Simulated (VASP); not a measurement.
Set up this calculation in VASP 6.6.1, as the native input.

```yaml
Task: single point
Functional: LDA
Potentials_or_basis: VASP PAW LDA potentials, release 64 (Ti_sv, N)
Cutoff: 520 eV
k_mesh: 12 × 12 × 12
Occupations: methfessel-paxton, width 0.1 eV
Spin: no spin polarisation
Dipole_correction: no
Further_INCAR_settings: ALGO = Normal; EDIFF = 1e-06; NBANDS = 16
```

The structure of TiN (Osbornite) lies in POSCAR:

```
TiN
1.0
    0.0000000000      2.2005790004      2.2005790004
    2.2005790004      0.0000000000      2.2005790004
    2.2005790004      2.2005790004      0.0000000000
Ti N
1 1
Direct
    0.0000000000      0.0000000000      0.0000000000
    0.5000000000      0.5000000000      0.5000000000
```

The input as run:

INCAR

```
SYSTEM = TiN
  PREC = Accurate
  ENCUT = 520
  EDIFF = 1E-6
  ISMEAR = 1
  SIGMA = 0.1
  LREAL = .FALSE.
  LASPH = .TRUE.
  NELM = 80
  ALGO = Normal
  ISIF = 2
  LWAVE = .FALSE.
  LCHARG = .TRUE.
  GGA = CA
  LELF = .TRUE.
  LVHAR = .TRUE.
  NBANDS = 16
```

KPOINTS

```
Automatic mesh
0
G
  12 12 12
  0 0 0
```

Potentials or basis: VASP PAW LDA potentials, release 64 (Ti_sv, N).

Command:

```bash
$ cat potpaw_LDA.64/Ti_sv/POTCAR potpaw_LDA.64/N/POTCAR > POTCAR
$ mpirun -np 1 vasp_std > vasp.out
```

Results of the run:

```
Pressure : -35.9 GPa
```

Run time: 53 s on 1 thread of AMD EPYC 7R13, on a shared host, peak memory 0.11 GiB.
